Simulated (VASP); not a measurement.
# Al7N8 (a cell with a defect) in VASP: further runs, part 2 of 2

VASP 6.6.1. Earlier steps stand in the parts before.

## Step 4: Single point, PBE

INCAR

```
SYSTEM = Al7N8
  PREC = Accurate
  ENCUT = 520
  EDIFF = 1E-6
  ISMEAR = -4
  SIGMA = 0.05
  LREAL = Auto
  LASPH = .True.
  NELM = 60
  ALGO = Normal
  ISIF = 2
  LWAVE = .False.
  LCHARG = .False.
  GGA = PE
  NBANDS = 44
```

KPOINTS

```
regular mesh
0
Gamma
  4 4 4
  0 0 0
```

POSCAR

```
Al7N8
1.0
   -4.4031742003      0.0000000000      4.4031742003
   -4.4031742003     -4.4031742003      0.0000000000
    0.0000000000     -4.4031742003      4.4031742003
Al N
7 8
Direct
    0.0037604311     -0.0037604311      0.5037604311
    0.0037604311      0.5037604311     -0.0037604311
    0.0037604311     -0.0037604311     -0.0037604311
    0.4962395689      0.5037604311      0.5037604311
    0.4962395689     -0.0037604311      0.5037604311
    0.4962395689      0.5037604311     -0.0037604311
    0.5000000000      0.0000000000      0.0000000000
    0.4112626582      0.3629124473      0.3629124473
    0.3750266515      0.8750266515      0.3749200456
    0.3750266515      0.3749200456      0.8750266515
    0.3750266515      0.8750266515      0.8750266515
    0.8629124473      0.3629124473      0.3629124473
    0.8629124473      0.9112626582      0.3629124473
    0.8629124473      0.3629124473      0.9112626582
    0.8749200456      0.8750266515      0.8750266515
```

Potentials or basis: VASP PAW PBE potentials, release 64 (Al, N).

Command:

```sh
$ cat potpaw_PBE.64/Al/POTCAR potpaw_PBE.64/N/POTCAR > POTCAR
$ mpirun -np 1 vasp_std > vasp.out
```

OUTCAR:

```text
SYSTEM = Al7N8
   PREC = Accurate
   ENCUT = 520
   EDIFF = 1E-6
   ISMEAR = -4
   LREAL = Auto
   LASPH = .True.
   NELM = 60
   ISIF = 2
   GGA = PE

 ion  position               nearest neighbor table
   1  0.004  0.996  0.504-  13 1.88  12 1.88   9 1.89  15 1.89   2 3.07   3 3.07   4 3.07   5 3.07
                             7 3.11   7 3.11   2 3.16   4 3.16   5 3.16   3 3.16
   2  0.004  0.504  0.996-  14 1.88  12 1.88  10 1.89  15 1.89   1 3.07   3 3.07   4 3.07   6 3.07
                             7 3.11   7 3.11   1 3.16   4 3.16   6 3.16   3 3.16
   3  0.004  0.996  0.996-  13 1.88  14 1.88  15 1.89  11 1.89   1 3.07   2 3.07   5 3.07   6 3.07
                             7 3.11   7 3.11   2 3.16   6 3.16   5 3.16   1 3.16
   4  0.496  0.504  0.504-   8 1.88  12 1.88  10 1.89   9 1.89   1 3.07   2 3.07   5 3.07   6 3.07
                             7 3.11   7 3.11   6 3.16   2 3.16   5 3.16   1 3.16
   5  0.496  0.996  0.504-   8 1.88  13 1.88   9 1.89  11 1.89   1 3.07   3 3.07   4 3.07   6 3.07
                             7 3.11   7 3.11   4 3.16   6 3.16   1 3.16   3 3.16
   6  0.496  0.504  0.996-   8 1.88  14 1.88  10 1.89  11 1.89   2 3.07   3 3.07   4 3.07   5 3.07
                             7 3.11   7 3.11   3 3.16   4 3.16   5 3.16   2 3.16
   7  0.500  0.000  0.000-  11 1.91  10 1.91   9 1.91  15 1.91   4 3.11   6 3.11   1 3.11   4 3.11
                             5 3.11   3 3.11   5 3.11   6 3.11   1 3.11   2 3.11   3 3.11   2 3.11
   8  0.411  0.363  0.363-   4 1.88   5 1.88   6 1.88
   9  0.375  0.875  0.375-   5 1.89   4 1.89   1 1.89   7 1.91
  10  0.375  0.375  0.875-   6 1.89   4 1.89   2 1.89   7 1.91
  11  0.375  0.875  0.875-   3 1.89   5 1.89   6 1.89   7 1.91
  12  0.863  0.363  0.363-   1 1.88   2 1.88   4 1.88
  13  0.863  0.911  0.363-   1 1.88   3 1.88   5 1.88
  14  0.863  0.363  0.911-   2 1.88   3 1.88   6 1.88
  15  0.875  0.875  0.875-   3 1.89   2 1.89   1 1.89   7 1.91

  LATTYP: Found a face centered cubic cell.
 ALAT       =     8.8063484006

  Lattice vectors:

 A1 = (  -4.4031742003,   0.0000000000,   4.4031742003)
 A2 = (  -4.4031742003,  -4.4031742003,   0.0000000000)
 A3 = (   0.0000000000,  -4.4031742003,   4.4031742003)

Analysis of symmetry for initial positions (statically):
=====================================================================
 Subroutine PRICEL returns:
 Original cell was already a primitive cell.

 Routine SETGRP: Setting up the symmetry group for a
 face centered cubic supercell.

 Subroutine GETGRP returns: Found 24 space group operations
 (whereof  4 operations were pure point group operations)
 out of a pool of 48 trial point group operations.

The static configuration has the point symmetry C_2v.
 The point group associated with its full space group is T_d .

Analysis of symmetry for dynamics (positions and initial velocities):
=====================================================================
 Subroutine PRICEL returns:
 Original cell was already a primitive cell.

 Routine SETGRP: Setting up the symmetry group for a
 face centered cubic supercell.

 Subroutine GETGRP returns: Found 24 space group operations
 (whereof  4 operations were pure point group operations)
 out of a pool of 48 trial point group operations.

The dynamic configuration has the point symmetry C_2v.
 The point group associated with its full space group is T_d .

[... 100 lines left out ...]
   PREC   = accura    normal or accurate (medium, high low for compatibility)
   ISTART =      0    job   : 0-new  1-cont  2-samecut
   ICHARG =      2    charge: 1-file 2-atom 10-const
   ISPIN  =      1    spin polarized calculation?
   LNONCOLLINEAR =      F non collinear calculations
   LSORBIT =      F    spin-orbit coupling
   LASPH  =      T    aspherical Exc in radial PAW
   ENCUT  =  520.0 eV  38.22 Ry    6.18 a.u.  11.58 11.58 11.58*2*pi/ulx,y,z
   NELM   =     60;   NELMIN=  2; NELMDL= -5     # of ELM steps
   EDIFF  = 0.1E-05   stopping-criterion for ELM
   LREAL  =      T    real-space projection
   EDIFFG = 0.1E-04   stopping-criterion for IOM
   NSW    =      0    number of steps for IOM
   IBRION =     -1    ionic relax: 0-MD 1-quasi-New 2-CG
   NFREE  =      0    steps in history (QN), initial steepest desc. (CG)
   ISIF   =      2    stress and relaxation
   ISYM   =      2    0-nonsym 1-usesym 2-fastsym
   POTIM  = 0.5000    time-step for ionic-motion
   TEBEG  =    0.0;   TEEND  =   0.0 temperature during run
   PSTRESS=    0.0 pullay stress
   NELECT =      61.0000    total number of electrons
   NUPDOWN=      -1.0000    fix difference up-down
   EMIN   =  10.00;   EMAX   =-10.00  energy-range for DOS
   EFERMI =   0.00;   METHOD = LEGACY
   ISMEAR =    -4;   SIGMA  =   0.05  broadening in eV -4-tet -1-fermi 0-gaus
   EFERMI_NEDOS =   21; number of points for ismear=-14 and -15
   IALGO  =     38    algorithm
   IMIX   =      4    mixing-type and parameters
     AMIX     =   0.40;   BMIX     =  1.00
     AMIX_MAG =   1.60;   BMIX_MAG =  1.00
  volume/ion in A,a.u.               =      11.38        76.81
  Fermi-wavevector in a.u.,A,eV,Ry     =   1.161651  2.195202 18.360143  1.349432
  Thomas-Fermi vector in A             =   2.298220
   LORBIT       =      0    0 simple, 1 ext, 2 COOP (PROOUT), +10 PAW based schemes
   GGA     = PE    functional components
   LHFCALC =     F    Hartree Fock is set to
   AEXX    =    0.0000 exact exchange contribution
   IVDW    =     0    specifies the selected vdW correction
   LEPSILON=     F    determine dielectric tensor
   LRPA    =     F    only Hartree local field effects (RPA)
 non-spin polarized calculation
 Fermi weights with tetrahedron method witout Bloechl corrections
  energy-cutoff  :      520.00
  volume of cell :      170.74
 maximum number of plane-waves:      4645
 NGX is ok and might be reduce to    48
   NGX = 23   NGY = 23   NGZ = 23

 number of electron      61.0000004 magnetization

 Free energy of the ion-electron system (eV)
  ---------------------------------------------------
  ext. energy  EPLUGINS =         0.00000000
  ---------------------------------------------------
  free energy    TOTEN  =      -106.07506832 eV

  energy without entropy =     -106.07506832  energy(sigma->0) =     -106.07506832

 E-fermi :   5.3353     XC(G=0): -10.3974

 val. band max:        5.5407670098   @ k =   0.0000   0.0000   0.0000
 cond. band min:       5.3567180898   @ k =  -0.2500   0.5000   0.2500
 fundamental gap:     -0.1840489200
 Fermi energy:         5.3352731847

 k-point     1 :       0.0000    0.0000    0.0000
  band No.  band energies     occupation
      1     -10.2162      2.00000
      2      -8.3303      2.00000
      3      -8.3220      2.00000
      4      -8.3220      2.00000
      5      -8.3220      2.00000
      6      -7.5498      2.00000
[... 349 lines left out ...]
     41      14.5677      0.00000
     42      14.7588      0.00000
 [bands above 42 left out]

------------------------ aborting loop because EDIFF is reached ----------------------------------------

  FORCE on cell =-STRESS in cart. coord.  units (eV):
  Direction    XX          YY          ZZ          XY          YZ          ZX
  --------------------------------------------------------------------------------------
  -------------------------------------------------------------------------------------
  Total        2.5031918      2.5031918      2.5031918     -0.0000000      0.0000000      0.0000000
  in kB       23.4896808     23.4896808     23.4896808     -0.0000000      0.0000000      0.0000000
  external PRESSURE =      23.4896808 kB  Pullay stress =       0.0000000 kB

 VOLUME and BASIS-vectors are now :
 -----------------------------------------------------------------------------
  energy-cutoff  :      520.00
  volume of cell :      170.74
      direct lattice vectors                 reciprocal lattice vectors
    -4.403174200  0.000000000  4.403174200    -0.113554444  0.113554444  0.113554444
    -4.403174200 -4.403174200  0.000000000    -0.113554444 -0.113554444 -0.113554444
     0.000000000 -4.403174200  4.403174200     0.113554444 -0.113554444  0.113554444

 POSITION                                       TOTAL-FORCE (eV/Angst)
 -----------------------------------------------------------------------------------
     -4.40317     -6.60476      2.23470        -0.000000     -0.000000     -0.003751
     -2.23470     -6.60476      4.40317         0.003751     -0.000000      0.000000
     -4.40317     -8.77323      4.40317        -0.000000     -0.003751      0.000000
     -4.40317     -4.43629      4.40317        -0.000000      0.003751      0.000000
     -6.57165     -6.60476      4.40317        -0.003751     -0.000000      0.000000
     -4.40317     -6.60476      6.57165        -0.000000     -0.000000      0.003751
     -2.20159      0.00000      2.20159        -0.000000     -0.000000      0.000000
     -3.40883     -3.19593      3.40883         0.000149     -0.000149     -0.000149
     -5.50420     -5.50373      3.30215         0.007768     -0.007768      0.007768
     -3.30215     -5.50373      5.50420        -0.007768     -0.007768     -0.007768
     -5.50420     -7.70579      5.50420         0.007768      0.007768     -0.007768
     -5.39752     -3.19593      5.39752        -0.000149     -0.000149      0.000149
     -7.81200     -5.61041      5.39752         0.000149      0.000149      0.000149
     -5.39752     -5.61041      7.81200        -0.000149      0.000149     -0.000149
     -7.70532     -7.70579      7.70532        -0.007768      0.007768      0.007768
 -----------------------------------------------------------------------------------
    total drift:                                0.000002      0.000002     -0.000002

  FREE ENERGIE OF THE ION-ELECTRON SYSTEM (eV)
  ---------------------------------------------------
  free  energy   TOTEN  =      -106.0750683227 eV

  energy  without entropy=     -106.0750683227  energy(sigma->0) =     -106.07506832
```

Wall time 56 s (1 thread of Intel Xeon 6975P-C (Granite Rapids), shared host); peak memory 0.33 GiB.

What came out:

```
Free energy   : -106.0751 eV
Pressure      : 2.3 GPa
Largest force : 0.013 eV/Å
```

Forces on the atoms (eV/Å):
```
Al   0.000  0.000 -0.004
Al   0.004  0.000  0.000
Al   0.000 -0.004  0.000
Al   0.000  0.004  0.000
Al  -0.004  0.000  0.000
Al   0.000  0.000  0.004
Al   0.000  0.000  0.000
N    0.000  0.000  0.000
N    0.008 -0.008  0.008
N   -0.008 -0.008 -0.008
N    0.008  0.008 -0.008
N    0.000  0.000  0.000
N    0.000  0.000  0.000
N    0.000  0.000  0.000
N   -0.008  0.008  0.008
```
